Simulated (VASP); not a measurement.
A run of VASP 6.6.1:

POSCAR

```
O
1.0
    2.6759481339      0.0000000000      0.0000000000
   -1.3379740670      2.3174390632      0.0000000000
    0.0000000000      0.0000000000      2.6292184533
O
2
Direct
    0.3333333333      0.6666666667      0.2500000000
    0.6666666667      0.3333333333      0.7500000000
```

Contents of INCAR.step1:

```
SYSTEM = O
PREC     = Accurate       ! precision mode
ENCUT    = 520            ! plane-wave cutoff, eV
EDIFF    = 1E-6           ! SCF threshold, eV
ISMEAR   = -1             ! smearing method
SIGMA    = 0.08           ! smearing width, eV
LREAL    = .FALSE.        ! projectors in reciprocal space
LASPH    = .TRUE.         ! aspherical terms in the spheres
NELM     = 80             ! most SCF steps
ALGO     = Normal         ! electronic algorithm
ISIF     = 2              ! what is computed and relaxed
LWAVE    = .FALSE.        ! write WAVECAR
LCHARG   = .TRUE.         ! write CHGCAR
GGA      = PE             ! functional
NBANDS   = 13             ! bands
```

Contents of KPOINTS.step1:

```
regular mesh
0
G
  15 15 8
  0 0 0
```

Contents of INCAR.step2:

```
SYSTEM = O
PREC     = Accurate       ! precision mode
ENCUT    = 520            ! plane-wave cutoff, eV
EDIFF    = 1E-6           ! SCF threshold, eV
ISMEAR   = -5             ! smearing method
SIGMA    = 0.08           ! smearing width, eV
LREAL    = .FALSE.        ! projectors in reciprocal space
LASPH    = .TRUE.         ! aspherical terms in the spheres
NELM     = 80             ! most SCF steps
ALGO     = Normal         ! electronic algorithm
ISIF     = 2              ! what is computed and relaxed
LWAVE    = .FALSE.        ! write WAVECAR
LCHARG   = .FALSE.        ! write CHGCAR
GGA      = PE             ! functional
LORBIT   = 11             ! projections on sites
NEDOS    = 2001           ! points of the DOS
ICHARG   = 11             ! starting density
```

File KPOINTS.step2:

```
regular mesh
0
G
  23 23 12
  0 0 0
```

Potentials or basis: VASP PAW PBE potentials, release 64 (O).

Launch:

```console
$ cat potpaw_PBE.64/O/POTCAR > POTCAR
$ cp INCAR.step1 INCAR
$ cp KPOINTS.step1 KPOINTS
$ mpirun -np 1 vasp_std > vasp.out
$ cp INCAR.step2 INCAR
$ cp KPOINTS.step2 KPOINTS
$ mpirun -np 1 vasp_std > vasp.out
```

Hardware: 1 thread of Intel(R) Xeon(R) Platinum 8259CL CPU @ 2.50GHz (Skylake/Cascade Lake), on a shared host.

**Question.** How long does it take, and how much memory?

**Answer.** Wall time 47 s on 1 thread of Intel(R) Xeon(R) Platinum 8259CL CPU @ 2.50GHz (Skylake/Cascade Lake) (shared host), peak memory 0.17 GiB. Counts: k points 392.
